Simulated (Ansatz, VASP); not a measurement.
Si5C in VASP and in Ansatz

Contents of INCAR:

```
SYSTEM = Si5C
PREC = Accurate ; ENCUT = 600
EDIFF = 1E-7 ; ISMEAR = 0
SIGMA = 0.1 ; LREAL = .FALSE.
LASPH = .TRUE. ; NELM = 100
ALGO = Normal ; ISIF = 3
LWAVE = .FALSE. ; LCHARG = .FALSE.
GGA = PE ; IBRION = 2
NSW = 100 ; EDIFFG = -0.01
```

File KPOINTS:

```
regular mesh
0
G
  12 12 8
  0 0 0
```

The input POSCAR:

```
Si5C
1.0
    4.4085315095      0.0000000000      0.0000000000
   -2.2042657548      3.8179002806      0.0000000000
    0.0000000000      0.0000000000      4.7508573109
Si C
5 1
Direct
    0.3333333333      0.6666666667      0.0000000000
    0.6666666667      0.3333333333      0.0000000000
    0.3333333333      0.6666666667      0.5000000000
    0.6666666667      0.3333333333      0.5000000000
    0.0000000000      0.0000000000      0.5000000000
    0.0000000000      0.0000000000      0.0000000000
```

Input for Ansatz:

```yaml
crystal:
  lattice:
    - [4.4085315095, 0.0, 0.0]
    - [-2.2042657548, 3.8179002806, 0.0]
    - [0.0, 0.0, 4.7508573109]
  atoms:
    - { symbol: Si, position: [0.3333333333, 0.6666666667, 0.0] }
    - { symbol: Si, position: [0.6666666667, 0.3333333333, 0.0] }
    - { symbol: Si, position: [0.3333333333, 0.6666666667, 0.5] }
    - { symbol: Si, position: [0.6666666667, 0.3333333333, 0.5] }
    - { symbol: Si, position: [0.0, 0.0, 0.5] }
    - { symbol: C, position: [0.0, 0.0, 0.0] }
basis:
  ecutwfc: 420
kpoints:
  mp_grid: { grid: [12, 12, 8] }
hamiltonian:
  xc: pbe
scf:
  occupations: { method: gaussian, width: 0.1 }
output:
  forces: true
  stress: true
  eigenvalues: true
  write_density: true
  write_potential: true
  elf: true
  volumetric_format: npy
relax:
  adjacent_minimum: "off"
  f_tol: 0.01
  max_steps: 80
  cell: { stress_tol: 0.05 }
```

Alike in both runs: task relaxation of cell and atoms; functional PBE; k mesh 12 × 12 × 8; occupations gaussian, width 0.1 eV; no spin polarisation.

|  | VASP | Ansatz |
| --- | --- | --- |
| version | VASP 6.6.1 | Ansatz 0.2.0 |
| potentials or method | VASP PAW PBE potentials, release 64 (Si, C), cutoff 600 eV | scalar-relativistic, plane waves, PAW |
| valence electrons in the cell | 24 | 24 |

VASP gave:

| Quantity | Value |
| --- | --- |
| gap on the k mesh at the Fermi level, each at its own relaxed structure (eV) | none |
| relaxed volume (Å³/atom) | 13.37 |
| relaxed length of the cell vector where the two differ most in proportion (Å) | 4.434 |

Problem. Which values does Ansatz return?

Solution. gap on the k mesh at the Fermi level, each at its own relaxed structure (eV): none; relaxed volume (Å³/atom): 13.39; relaxed length of the cell vector where the two differ most in proportion (Å): 4.436.

A gap of «none» marks a metal or a gap that the smearing closes.

Noted on VASP's run: too few bands were computed for a metal, which touches its energy and stress.
